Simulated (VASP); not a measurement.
SiC (zinc blende): single point with PBEsol

Crystal: SiC (zinc blende).

```
Si C
1.0
     0.00000    1.98943    1.98943
     1.98943    0.00000    1.98943
     1.98943    1.98943    0.00000
Si C
1 1
Direct
  0.00000 0.00000 0.00000
  0.25000 0.25000 0.25000
```

This cell differs from its parent crystal: volume scaled by 0.76.

```yaml
Program: VASP 6.6.1
Task: single point
Functional: PBEsol
Potentials_or_basis: VASP PAW PBE potentials, release 64 (Si, C)
Cutoff: 600 eV
k_mesh: 10 × 10 × 10
Occupations: gaussian, width 0.01 eV
Spin: no spin polarisation
```

The pressure is 101.4 GPa and the band gap on the k mesh is 0.94 eV, indirect (least direct gap 4.66 eV).

Levels at points of the mesh, in eV from the valence-band top:
```
           k point  band 1  band 2  band 3  band 4  band 5  band 6  band 7  band 8  band 9
(0.00, 0.00, 0.00)  -17.73    0.00    0.00    0.00    9.42    9.42    9.42    9.47   16.21
(0.50, 0.00, 0.00)  -12.98  -10.25   -1.08   -1.08    8.03    8.33    8.33   11.46   19.92
(0.50, 0.50, 0.00)  -11.23   -8.84   -3.72   -3.72    0.94    5.29   17.32   17.32   18.86
```

It took 7.8 s on 1 thread of Intel(R) Xeon(R) Platinum 8259CL CPU @ 2.50GHz (Skylake/Cascade Lake), with other jobs on the host, peak memory 0.13 GiB.

Caveat: the PAW data sets were made with another functional, which shifts forces and pressure a little. A k mesh can miss the band edges.
